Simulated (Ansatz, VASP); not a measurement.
**BaTl2P2 in VASP and in Ansatz**

```
CELL_PARAMETERS angstrom
0.00000 4.76009 0.00000
4.76009 0.00000 0.00000
2.38005 2.38005 -5.61965
ATOMIC_POSITIONS crystal
Ba 0.00000 0.00000 0.00000
Tl 0.75000 0.25000 0.50000
Tl 0.25000 0.75000 0.50000
P 0.38420 0.38420 0.23160
P 0.61580 0.61580 0.76840
```

Alike in both runs: task single point; functional r2SCAN; k mesh 6 × 6 × 6; occupations methfessel-paxton of order 1, width 0.0783 eV; no spin polarisation.

|  | VASP | Ansatz |
| --- | --- | --- |
| version | VASP 6.6.1 | Ansatz 0.2.0 |
| potentials or method | VASP PAW PBE potentials, release 64 (Ba_sv, Tl_d, P), cutoff 520 eV | PAW plane waves |
| valence electrons in the cell | 46 | 46 |

VASP gave:

```
pressure (GPa)                                                : 5.7
traceless stress, the component that is largest in VASP (GPa) : -0.46
rms of the force components (eV/Å)                            : 0.610
```

Estimate Ansatz's values.

pressure (GPa): 5.4; traceless stress, the component that is largest in VASP (GPa): -0.45; rms of the force components (eV/Å): 0.620.

VASP's potentials were made for PBE, not for r2SCAN. Atom by atom the forces differ by 0.010 eV/Å (rms over components).

Spin-orbit coupling is off throughout.
